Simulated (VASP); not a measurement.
The system is Si4BW.

```
Si B W
1.0
     0.00000    3.44340    3.44340
     3.44340    0.00000    3.44340
     3.44340    3.44340    0.00000
Si B W
4 1 1
Cartesian
  4.2911 6.0391 4.2911
  4.2911 4.2911 6.0391
  6.0391 6.0391 6.0391
  6.0391 4.2911 4.2911
  1.7217 1.7217 1.7217
  3.4434 3.4434 3.4434
```

The cell was built from a structure type or drawn by symmetry, and may not be a known phase.

| Item | Value |
| --- | --- |
| Program | VASP 6.6.1 |
| Task | relaxation of cell and atoms |
| Functional | PBE |
| Potentials or basis | VASP PAW PBE potentials, release 64 (Si, B, W_sv) |
| Cutoff | 600 eV |
| k mesh | 4 × 4 × 4 |
| Occupations | gaussian, width 0.1 eV |
| Spin | no spin polarisation |

At the start: pressure -5.3 GPa; volume 13.61 Å³/atom.

Problem. How do energy, volume and symmetry change on relaxing?

Solution. Over 3 steps the energy falls by 11.9 meV/atom and the volume is 13.11 Å³/atom (-3.6 %); space group F-43m (No. 216, to 0.1 Å) before and after.

The path:
```csv
step,energy change (eV),largest force (eV/Å),pressure (GPa),volume (Å³)
1,0.0000,0.6060,-5.27,81.66
2,-0.0262,0.6202,4.53,76.48
3,-0.0717,0.0285,-0.13,78.69
```

Final structure:
```
Si B W
1.0
     0.00000    3.40116    3.40116
     3.40116    0.00000    3.40116
     3.40116    3.40116    0.00000
Si B W
4 1 1
Direct
  0.87554 0.37338 0.87554
  0.87554 0.87554 0.37338
  0.87554 0.87554 0.87554
  0.37338 0.87554 0.87554
  0.25000 0.25000 0.25000
  0.50000 0.50000 0.50000
```

Caveat: the k points lie up to 0.40 Å⁻¹ apart in the final cell, too coarse for converged energies and pressures of a metal.
